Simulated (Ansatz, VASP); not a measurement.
**Two plane-wave programs on Ti**

INCAR

```
PREC = Accurate
ENCUT = 520
EDIFF = 1E-6
ISMEAR = 0
SIGMA = 0.15
LREAL = F
LASPH = T
NELM = 80
ALGO = Fast
ISIF = 2
LWAVE = F
LCHARG = F
GGA = PS
NBANDS = 19
```

File KPOINTS:

```
Automatic mesh
0
Gamma
  24 24 14
```

The input POSCAR:

```
Ti
1.0
    2.8859330244      0.0000000000      0.0000000000
   -1.4429665122      2.5244098184      0.0000000000
    0.0000000000      0.0000000000      4.5909904469
Ti
2
Direct
    0.3333333333      0.6666666667      0.2500000000
    0.6666666667      0.3333333333      0.7500000000
```

Input for Ansatz:

```yaml
crystal:
  lattice:
    - [2.8859330244, 0.0, 0.0]
    - [-1.4429665122, 2.5244098184, 0.0]
    - [0.0, 0.0, 4.5909904469]
  atoms:
    - { symbol: Ti, position: [0.3333333333, 0.6666666667, 0.25] }
    - { symbol: Ti, position: [0.6666666667, 0.3333333333, 0.75] }
basis:
  ecutwfc: 420
kpoints:
  mp_grid: { grid: [24, 24, 14] }
hamiltonian:
  xc: pbesol
scf:
  occupations: { method: gaussian, width: 0.15 }
output:
  forces: true
  stress: true
  eigenvalues: true
```

Change from the starting cell: strain -0.0050 x Voigt [1, -1, 0, 0, 0, 0], atoms carried along.

Alike in both runs: task single point; functional PBEsol; k mesh 24 × 24 × 14; occupations gaussian, width 0.15 eV; no spin polarisation.

|  | VASP | Ansatz |
| --- | --- | --- |
| version | VASP 6.6.1 | Ansatz 0.2.0 |
| potentials or method | VASP PAW PBE potentials, release 64 (Ti_sv), cutoff 520 eV | scalar-relativistic, plane waves, PAW |
| valence electrons in the cell | 24 | 24 |

|  | VASP | Ansatz | Ansatz less VASP |
| --- | --- | --- | --- |
| gap on the k mesh at the Fermi level (eV) | none | none | - |
| pressure (GPa) | -0.3 | 0.0 | +0.32 |
| traceless stress, the component that is largest in VASP (GPa) | 0.68 | 0.69 | +0.007 |
| rms of the force components (eV/Å) | 0.016 | 0.016 | +0.0002 |

VASP's potentials were made for PBE, not for PBEsol. Atom by atom the forces differ by 0.000 eV/Å (rms over components). A gap of «none» marks a metal or a gap that the smearing closes.
